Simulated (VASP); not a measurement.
Set up this calculation in VASP 6.6.1, as the native input.

```
Task                   : single point
Functional             : PBE
Potentials or basis    : VASP PAW PBE potentials, release 64 (Ge_d, Pt)
Cutoff                 : 520 eV
k mesh                 : 6 × 6 × 4
Occupations            : gaussian, width 0.1 eV
Spin                   : no spin polarisation
Dipole correction      : no
Further INCAR settings : ALGO = Normal; EDIFF = 1e-06; NBANDS = 34
```

The structure of Ge3Pt lies in POSCAR:

```
Ge3Pt
1.0
    3.5033988640      0.0000000000      0.0000000000
    0.0000000000      3.5033988640      0.0000000000
    0.0000000000      0.0000000000      7.7188453318
Ge Pt
3 1
Direct
    0.0000000000      0.0000000000      0.6652335560
    0.0000000000      0.0000000000      0.3347664440
    0.5000000000      0.5000000000      0.0000000000
    0.0000000000      0.0000000000      0.0000000000
```

These files were run (other wordings do the same):

INCAR

```
PREC = Accurate ; ENCUT = 520
EDIFF = 1E-6 ; ISMEAR = 0
SIGMA = 0.1 ; LREAL = F
LASPH = T ; NELM = 100
ALGO = Normal ; ISIF = 2
LWAVE = F ; LCHARG = F
GGA = PE ; NBANDS = 34
```

KPOINTS

```
regular mesh
0
Gamma
  6 6 4
```

Potentials or basis: VASP PAW PBE potentials, release 64 (Ge_d, Pt).

Command:

```console
$ cat potpaw_PBE.64/Ge_d/POTCAR potpaw_PBE.64/Pt/POTCAR > POTCAR
$ mpirun -np 1 vasp_std > vasp.out
```

It gave:

The pressure is 0.0 GPa and the band gap on the k mesh is zero (band 26 reaches 5.68 eV, above the bottom of band 27 at 3.77 eV).

Caveat: spin-orbit coupling is left out, which moves the levels of the heavy elements.

Wall time 39 s on 1 thread of Intel(R) Xeon(R) 6975P-C (Granite Rapids), on a shared host, peak memory 0.24 GiB.
